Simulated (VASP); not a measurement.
# P in VASP: further runs

P is run at these levels: PBE+D3(BJ); tasks: single point.

Program: VASP 6.6.1. These are calculated values, not measurements. Logs are shortened: lines on timing, memory, paths and dates and some standing lists are left out, and cuts for length are marked.

## 1. The cell of the first run

The cell holds a slab with vacuum, 2 atoms: a = 3.096 Å, b = 3.096 Å, c = 28.000 Å, α = 90.00°, β = 90.00°, γ = 120.00°.

## 2. Single point, PBE+D3(BJ)

Input file INCAR:

```
PREC     = Accurate       # precision mode
ENCUT    = 520            # plane-wave cutoff, eV
EDIFF    = 1E-7           # SCF threshold, eV
ISMEAR   = 0              # smearing method
SIGMA    = 0.1            # smearing width, eV
LREAL    = False          # projectors in reciprocal space
LASPH    = True           # aspherical terms in the spheres
NELM     = 60             # most SCF steps
ALGO     = Normal         # electronic algorithm
ISIF     = 2              # what is computed and relaxed
LWAVE    = False          # write WAVECAR
LCHARG   = False          # write CHGCAR
LDIPOL   = True         
IDIPOL   = 3            
DIPOL    = 0.5 0.5 0.500
GGA      = PE             # functional
IVDW     = 12             # dispersion correction
NBANDS   = 12             # bands
```

Input file KPOINTS:

```
Automatic mesh
0
Gamma
  6 6 1
```

Input file POSCAR:

```
P
1.0
    3.0956118943      0.0000000000      0.0000000000
   -1.5478059471      2.6808785407      0.0000000000
    0.0000000000      0.0000000000     28.0000000000
P
2
Direct
    0.3333333333      0.6666666667      0.5210178571
    0.6666666667      0.3333333333      0.4789821429
```

Potentials or basis: VASP PAW PBE potentials, release 64 (P).

Launch:

```bash
> cat potpaw_PBE.64/P/POTCAR > POTCAR
> mpirun -np 1 vasp_std > vasp.out
```

OUTCAR:

```text
PREC = Accurate
   ENCUT = 520
   EDIFF = 1E-7
   ISMEAR = 0
   LREAL = False
   LASPH = True
   NELM = 60
   ISIF = 2
   GGA = PE
   IVDW = 12
 IVDW          = 12

 ion  position               nearest neighbor table
   1  0.333  0.667  0.521-   2 2.14   2 2.14   2 2.14
   2  0.667  0.333  0.479-   1 2.14   1 2.14   1 2.14

  LATTYP: Found a hexagonal cell.
 ALAT       =     3.0956118943
 C/A-ratio  =     9.0450615116

  Lattice vectors:

 A1 = (   3.0956118943,   0.0000000000,   0.0000000000)
 A2 = (  -1.5478059471,   2.6808785407,   0.0000000000)
 A3 = (   0.0000000000,   0.0000000000,  28.0000000000)

Analysis of symmetry for initial positions (statically):
=====================================================================
 Subroutine PRICEL returns:
 Original cell was already a primitive cell.

 Routine SETGRP: Setting up the symmetry group for a
 hexagonal supercell.

 Subroutine GETGRP returns: Found 12 space group operations
 (whereof 12 operations were pure point group operations)
 out of a pool of 24 trial point group operations.

The static configuration has the point symmetry D_3d.

Analysis of symmetry for dynamics (positions and initial velocities):
=====================================================================
 Subroutine PRICEL returns:
 Original cell was already a primitive cell.

 Routine SETGRP: Setting up the symmetry group for a
 hexagonal supercell.

 Subroutine GETGRP returns: Found 12 space group operations
 (whereof 12 operations were pure point group operations)
 out of a pool of 24 trial point group operations.

The dynamic configuration has the point symmetry D_3d.

 Subroutine INISYM returns: Found 12 space group operations
 (whereof 12 operations are pure point group operations),
 and found     1 'primitive' translations

----------------------------------------------------------------------------------------

                                     Primitive cell

  volume of cell :     232.3709

  direct lattice vectors                    reciprocal lattice vectors
     3.095611894  0.000000000  0.000000000     0.323037911  0.186506025  0.000000000
    -1.547805947  2.680878541  0.000000000     0.000000000  0.373012050  0.000000000
     0.000000000  0.000000000 28.000000000     0.000000000  0.000000000  0.035714286

  length of vectors
     3.095611894  3.095611894 28.000000000     0.373012050  0.373012050  0.035714286

  position of ions in fractional coordinates (direct lattice)
     0.333333333  0.666666667  0.521017857
     0.666666667  0.333333333  0.478982143

  ion indices of the primitive-cell ions
   primitive index   ion index
                 1           1
                 2           2

----------------------------------------------------------------------------------------

 KPOINTS: Automatic mesh

Automatic generation of k-mesh.
 Grid dimensions read from file:
 generate k-points for:    6    6    1

 Generating k-lattice:

  Cartesian coordinates                     Fractional coordinates (reciprocal lattice)
     0.053839652  0.031084337  0.000000000     0.166666667  0.000000000  0.000000000
     0.000000000  0.062168675  0.000000000     0.000000000  0.166666667  0.000000000
     0.000000000  0.000000000  0.035714286     0.000000000  0.000000000  1.000000000

  Length of vectors
     0.062168675  0.062168675  0.035714286

  Shift w.r.t. Gamma in fractional coordinates (k-lattice)
     0.000000000  0.000000000  0.000000000

 Subroutine IBZKPT returns following result:
 ===========================================

 Found      7 irreducible k-points:

 Following reciprocal coordinates:
            Coordinates               Weight
  0.000000  0.000000  0.000000      1.000000
  0.166667  0.000000  0.000000      6.000000
  0.333333  0.000000  0.000000      6.000000
  0.500000  0.000000  0.000000      3.000000
  0.166667  0.166667  0.000000      6.000000
  0.333333  0.166667  0.000000     12.000000
  0.333333  0.333333  0.000000      2.000000
   k-points           NKPTS =      7   k-points in BZ     NKDIM =      7   number of bands    NBANDS=     12
   number of dos      NEDOS =    301   number of ions     NIONS =      2
   total plane-waves  NPLWV = 120960
   dimension x,y,z NGX =    24 NGY =   24 NGZ =  210
   dimension x,y,z NGXF=    48 NGYF=   48 NGZF=  420
   ions per type =               2
   NGX,Y,Z   is equivalent  to a cutoff of  12.89, 12.89, 12.47 a.u.
   NGXF,Y,Z  is equivalent  to a cutoff of  25.78, 25.78, 24.94 a.u.
 SYSTEM =  unknown system
   PREC   = accura    normal or accurate (medium, high low for compatibility)
   ISTART =      0    job   : 0-new  1-cont  2-samecut
   ICHARG =      2    charge: 1-file 2-atom 10-const
   ISPIN  =      1    spin polarized calculation?
   LNONCOLLINEAR =      F non collinear calculations
   LSORBIT =      F    spin-orbit coupling
   LASPH  =      T    aspherical Exc in radial PAW
   ENCUT  =  520.0 eV  38.22 Ry    6.18 a.u.   5.76  5.76 52.06*2*pi/ulx,y,z
   NELM   =     60;   NELMIN=  2; NELMDL= -5     # of ELM steps
   EDIFF  = 0.1E-06   stopping-criterion for ELM
   LREAL  =      F    real-space projection
   EDIFFG = 0.1E-05   stopping-criterion for IOM
   NSW    =      0    number of steps for IOM
   IBRION =     -1    ionic relax: 0-MD 1-quasi-New 2-CG
   NFREE  =      0    steps in history (QN), initial steepest desc. (CG)
   ISIF   =      2    stress and relaxation
   ISYM   =      2    0-nonsym 1-usesym 2-fastsym
   POTIM  = 0.5000    time-step for ionic-motion
   TEBEG  =    0.0;   TEEND  =   0.0 temperature during run
   PSTRESS=    0.0 pullay stress
   NELECT =      10.0000    total number of electrons
   NUPDOWN=      -1.0000    fix difference up-down
   EMIN   =  10.00;   EMAX   =-10.00  energy-range for DOS
   EFERMI =   0.00;   METHOD = LEGACY
   ISMEAR =     0;   SIGMA  =   0.10  broadening in eV -4-tet -1-fermi 0-gaus
   EFERMI_NEDOS =   21; number of points for ismear=-14 and -15
   IALGO  =     38    algorithm
   IMIX   =      4    mixing-type and parameters
     AMIX     =   0.40;   BMIX     =  1.00
     AMIX_MAG =   1.60;   BMIX_MAG =  1.00
  volume/ion in A,a.u.               =     116.19       784.06
  Fermi-wavevector in a.u.,A,eV,Ry     =   0.573695  1.084126  4.478028  0.329126
  Thomas-Fermi vector in A             =   1.615081
   LORBIT       =      0    0 simple, 1 ext, 2 COOP (PROOUT), +10 PAW based schemes
   GGA     = PE    functional components
   LHFCALC =     F    Hartree Fock is set to
   AEXX    =    0.0000 exact exchange contribution
   IVDW    =    12    specifies the selected vdW correction
   LEPSILON=     F    determine dielectric tensor
   LRPA    =     F    only Hartree local field effects (RPA)
 non-spin polarized calculation
 Gauss-broadening in eV      SIGMA  =   0.10
  energy-cutoff  :      520.00
  volume of cell :      232.37
 maximum number of plane-waves:      6308
 NGX is ok and might be reduce to    24
   NGX = 11   NGY = 11   NGZ =105

 number of electron      10.0000000 magnetization

 number of electron       9.9999997 magnetization

 dipolmoment           0.000000      0.000000     -0.000000 electrons x Angstroem

 Free energy of the ion-electron system (eV)
  ---------------------------------------------------
  ext. energy  EPLUGINS =         0.00000000
  ---------------------------------------------------
  free energy    TOTEN  =       -10.41752924 eV

  energy without entropy =      -10.41752924  energy(sigma->0) =      -10.41752924

 E-fermi :  -3.8205     XC(G=0):  -1.9530

 val. band max:       -4.3452946114   @ k =   0.0000   0.0000   0.0000
 cond. band min:      -2.4184803220   @ k =   0.5000   0.0000   0.0000
 fundamental gap:      1.9268142894
 Fermi energy:        -3.8205404542

 k-point     1 :       0.0000    0.0000    0.0000
  band No.  band energies     occupation
      1     -19.8319      2.00000
      2     -11.2627      2.00000
      3      -5.0663      2.00000
      4      -4.3453      2.00000
      5      -4.3453      2.00000
      6      -0.0192      0.00000
      7      -0.0192      0.00000
      8       0.7348      0.00000
      9       0.9926      0.00000
     10       1.5903      0.00000
     11       1.9829      0.00000
     12       2.1819      0.00000

 k-point     2 :       0.1667    0.0000    0.0000
  band No.  band energies     occupation
      1     -19.3183      2.00000
      2     -10.8345      2.00000
      3      -7.2130      2.00000
      4      -5.3187      2.00000
      5      -4.7365      2.00000
      6      -1.0230      0.00000
      7       1.3096      0.00000
      8       1.4512      0.00000
      9       1.9110      0.00000
     10       2.4472      0.00000
     11       2.6779      0.00000
     12       2.7653      0.00000

 k-point     3 :       0.3333    0.0000    0.0000
  band No.  band energies     occupation
      1     -17.8235      2.00000
      2     -11.6057      2.00000
      3      -9.0410      2.00000
      4      -6.4936      2.00000
      5      -4.5404      2.00000
      6      -2.3256      0.00000
      7      -0.3553      0.00000
      8       1.9232      0.00000
      9       3.1253      0.00000
     10       3.3670      0.00000
     11       4.1299      0.00000
     12       4.4001      0.00000

 k-point     4 :       0.5000    0.0000    0.0000
  band No.  band energies     occupation
      1     -16.1101      2.00000
      2     -14.0930      2.00000
      3      -7.6175      2.00000
      4      -6.9262      2.00000
      5      -5.9091      2.00000
      6      -2.4185      0.00000
      7      -0.7469      0.00000
      8       1.7446      0.00000
      9       2.0017      0.00000
     10       5.8842      0.00000
     11       5.9696      0.00000
     12       6.4137      0.00000

 k-point     5 :       0.1667    0.1667    0.0000
  band No.  band energies     occupation
      1     -18.3093      2.00000
      2     -10.5797      2.00000
      3      -8.9883      2.00000
      4      -7.5666      2.00000
      5      -4.3587      2.00000
      6      -0.3817      0.00000
      7       0.4841      0.00000
      8       2.1114      0.00000
      9       2.3209      0.00000
     10       2.6100      0.00000
     11       3.4682      0.00000
     12       3.7769      0.00000

 k-point     6 :       0.3333    0.1667    0.0000
  band No.  band energies     occupation
      1     -16.4357      2.00000
      2     -13.0971      2.00000
      3      -9.0662      2.00000
      4      -7.7383      2.00000
      5      -5.1497      2.00000
      6      -1.2175      0.00000
      7       0.1849      0.00000
      8       1.0836      0.00000
      9       3.0327      0.00000
     10       4.9042      0.00000
     11       5.6282      0.00000
     12       6.0236      0.00000

 k-point     7 :       0.3333    0.3333    0.0000
  band No.  band energies     occupation
      1     -14.5533      2.00000
      2     -14.5533      2.00000
      3     -10.7460      2.00000
      4      -6.1583      2.00000
      5      -6.1583      2.00000
      6      -2.3781      0.00000
      7       1.6677      0.00000
      8       1.6677      0.00000
      9       4.1116      0.00000
     10       6.0739      0.00000
     11       6.2939      0.00000
     12       6.2939      0.00000

------------------------ aborting loop because EDIFF is reached ----------------------------------------

 vacuum level on the upper side and lower side of the slab       (xc-potential included)        -0.016        -0.016

 Edisp (eV)   -0.47533

 E8    (eV) :    -0.1932

  FORCE on cell =-STRESS in cart. coord.  units (eV):
  Direction    XX          YY          ZZ          XY          YZ          ZX
  --------------------------------------------------------------------------------------
  -------------------------------------------------------------------------------------
  Total       3.78869     3.78869     2.29010     0.00000     0.00000    -0.00000
  in kB      26.12267    26.12267    15.79006     0.00000     0.00000    -0.00000
  external pressure =       22.68 kB  Pullay stress =        0.00 kB

 VOLUME and BASIS-vectors are now :
 -----------------------------------------------------------------------------
  energy-cutoff  :      520.00
  volume of cell :      232.37
      direct lattice vectors                 reciprocal lattice vectors
     3.095611894  0.000000000  0.000000000     0.323037911  0.186506025  0.000000000
    -1.547805947  2.680878541  0.000000000     0.000000000  0.373012050  0.000000000
     0.000000000  0.000000000 28.000000000     0.000000000  0.000000000  0.035714286

 POSITION                                       TOTAL-FORCE (eV/Angst)
 -----------------------------------------------------------------------------------
     -0.00000      1.78725     14.58850         0.000000     -0.000000      1.953451
      1.54781      0.89363     13.41150        -0.000000      0.000000     -1.953451
 -----------------------------------------------------------------------------------
    total drift:                                0.000000     -0.000000      0.000000

  FREE ENERGIE OF THE ION-ELECTRON SYSTEM (eV)
  ---------------------------------------------------
  free  energy   TOTEN  =       -10.8928567175 eV

  energy  without entropy=      -10.8928567175  energy(sigma->0) =      -10.89285672

 vacuum level on the upper side and lower side of the slab         1.831         1.831
```

Wall time 34 s (1 thread of Intel Xeon Platinum 8259CL at 2.50GHz (Skylake/Cascade Lake), shared host); peak memory 0.32 GiB.

Results:

```yaml
Free_energy: -10.8929 eV
Largest_force: 1.953 eV/Å
Band_gap_on_the_k_mesh: 1.93 eV, indirect (least direct gap 2.21 eV)
Dispersion_energy_per_atom: -0.238 eV
```

Forces on the atoms (eV/Å):
```
P    0.000  0.000  1.953
P    0.000  0.000 -1.953
```

Levels at points of the mesh, in eV from the valence-band top:
| k point | band 3 | band 4 | band 5 | band 6 | band 7 | band 8 |
| --- | --- | --- | --- | --- | --- | --- |
| (0.00, 0.00, 0.00) | -0.72 | 0.00 | 0.00 | 4.33 | 4.33 | 5.08 |
| (0.50, 0.00, 0.00) | -3.27 | -2.58 | -1.56 | 1.93 | 3.60 | 6.09 |

## 3. Single point, PBE+D3(BJ)

Input file INCAR:

```
  ALGO = Normal
  DIPOL = 0.5 0.5 0.500
  EDIFF = 1E-6
  ENCUT = 520
  GGA = PE
  IDIPOL = 3
  ISIF = 2
  ISMEAR = 0
  IVDW = 12
  LASPH = T
  LCHARG = F
  LDIPOL = T
  LREAL = F
  LWAVE = F
  NBANDS = 12
  NELM = 60
  PREC = Accurate
  SIGMA = 0.1
```

Input file KPOINTS:

```
k-points
0
Gamma
  9 9 1
```

POSCAR is that of step 2.

Potentials or basis: VASP PAW PBE potentials, release 64 (P).

Launch:

```bash
> cat potpaw_PBE.64/P/POTCAR > POTCAR
> mpirun -np 1 vasp_std > vasp.out
```

It took 48 s on 1 thread of Intel Xeon Platinum 8259CL at 2.50GHz (Skylake/Cascade Lake), shared host; peak memory 0.33 GiB.

The run converged. Its results:

```
Free energy                : -10.9265 eV
Largest force              : 2.005 eV/Å
Band gap on the k mesh     : 1.94 eV, indirect (least direct gap 2.21 eV)
Dispersion energy per atom : -0.238 eV
```

Forces on the atoms (eV/Å):
```
P    0.000  0.000  2.005
P    0.000  0.000 -2.005
```

Levels at points of the mesh, in eV from the valence-band top:
```tsv
k point	band 2	band 3	band 4	band 5	band 6	band 7	band 8	band 9
(0.00, 0.00, 0.00)	-6.91	-0.72	0.00	0.00	4.33	4.33	5.09	5.35
```
